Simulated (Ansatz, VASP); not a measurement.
## One calculation of Cu, two programs

```
CELL_PARAMETERS angstrom
0.00000 1.79537 1.79537
1.79537 0.00000 1.79537
1.79537 1.79537 0.00000
ATOMIC_POSITIONS crystal
Cu 0.00000 0.00000 0.00000
```

Change from the starting cell: volume scaled by 0.98.

Alike in both runs: task single point; functional PBEsol; k mesh 17 × 17 × 17; occupations fermi-dirac, width 0.03 eV; no spin polarisation.

```csv
,VASP,Ansatz
version,VASP 6.6.1,Ansatz 0.2.0
potentials or method,"VASP PAW PBE potentials, release 64 (Cu), cutoff 520 eV","all-electron LAPW, scalar-relativistic"
```

|  | VASP | Ansatz | Ansatz less VASP |
| --- | --- | --- | --- |
| pressure (GPa) | -3.1 | -3.8 | -0.68 |

VASP's potentials were made for PBE, not for PBEsol. Ansatz ran all-electron here, and VASP with PAW potentials.
